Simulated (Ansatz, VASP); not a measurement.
**Zn: VASP beside Ansatz**

The input POSCAR:

```
Zn
1.0
    2.6187264646      0.0000000000      0.0000000000
   -1.3093632323      2.2678836439      0.0000000000
    0.0000000000      0.0000000000      4.8388970683
Zn
2
Direct
    0.3333333333      0.6666666667      0.2500000000
    0.6666666667      0.3333333333      0.7500000000
```

Contents of INCAR.step1:

```
ALGO = Normal
EDIFF = 1E-4
ENCUT = 520
GGA = PE
ISMEAR = -1
LASPH = T
LCHARG = F
LREAL = F
LWAVE = T
NBANDS = 19
NELM = 100
PREC = Accurate
SIGMA = 0.1
```

Contents of INCAR.step2:

```
ALGO = Normal
EDIFF = 1E-7
ENCUT = 520
ISIF = 2
ISMEAR = -1
ISTART = 1
LASPH = T
LCHARG = T
LELF = T
LMIXTAU = T
LREAL = F
LVHAR = T
LWAVE = F
METAGGA = R2SCAN
NBANDS = 19
NELM = 100
PREC = Accurate
SIGMA = 0.1
```

KPOINTS

```
k-points
0
Gamma
  20 20 10
```

Input for Ansatz:

```yaml
crystal:
  lattice:
    - [2.6187264646, 0.0, 0.0]
    - [-1.3093632323, 2.2678836439, 0.0]
    - [0.0, 0.0, 4.8388970683]
  atoms:
    - { symbol: Zn, position: [0.3333333333, 0.6666666667, 0.25] }
    - { symbol: Zn, position: [0.6666666667, 0.3333333333, 0.75] }
hamiltonian:
  xc: r2scan
  pseudopotentials:
    kind: paw
    azcp:
      Zn: "pseudopotentials/Zn.paw.azcp"
basis:
  ecutwfc: 500
  fft_grid_basis: typed
kpoints:
  mp_grid: { grid: [20, 20, 10], shift: [0, 0, 0] }
magnetization:
  spin_polarized: false
scf:
  occupations: { method: fermi_dirac, width: 0.1 }
  lower_state_search: "off"
output:
  stress: true
```

Alike in both runs: task single point; functional r2SCAN; k mesh 20 × 20 × 10; occupations fermi-dirac, width 0.1 eV; no spin polarisation.

```csv
,VASP,Ansatz
version,VASP 6.6.1,Ansatz 0.2.0
potentials or method,"VASP PAW PBE potentials, release 64 (Zn), cutoff 520 eV","plane waves (500 eV) with PAW, scalar-relativistic"
valence electrons in the cell,24,24
```

```tsv
	VASP	Ansatz	Ansatz less VASP
pressure (GPa)	0.6	0.1	-0.50
traceless stress, the component that is largest in VASP (GPa)	-0.14	0.00	+0.143
```

VASP's potentials were made for PBE, not for r2SCAN.
